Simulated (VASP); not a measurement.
A run of VASP 6.6.1 is set up as follows.

File INCAR:

```
  PREC = Accurate
  ENCUT = 520
  EDIFF = 1E-6
  ISMEAR = -1
  SIGMA = 0.05
  LREAL = False
  LASPH = True
  NELM = 150
  ALGO = Normal
  ISIF = 2
  LWAVE = False
  LCHARG = True
  ISPIN = 2
  MAGMOM = 0.6
  LORBIT = 11
  LMAXMIX = 4
  GGA = PE
  LELF = True
  LVHAR = True
  NBANDS = 15
```

File KPOINTS:

```
regular mesh
0
Gamma
  15 15 15
```

Contents of POSCAR:

```
Hf
1.0
    0.0000000000      2.2200000000      2.2200000000
    2.2200000000      0.0000000000      2.2200000000
    2.2200000000      2.2200000000      0.0000000000
Hf
1
Direct
    0.0000000000      0.0000000000      0.0000000000
```

Potentials or basis: VASP PAW PBE potentials, release 64 (Hf_pv).

Run with:

```bash
$ cat potpaw_PBE.64/Hf_pv/POTCAR > POTCAR
$ mpirun -np 1 vasp_std > vasp.out
```

Question: Estimate the net moment.

Answer: 0.00 μB per cell.

Question: What does it give for the pressure?

Answer: 2.9 GPa.

Question: Estimate the band gap on the k mesh.

Answer: Zero (filled and empty bands overlap).

Caveat: spin-orbit coupling is left out, which moves the levels of the heavy elements.
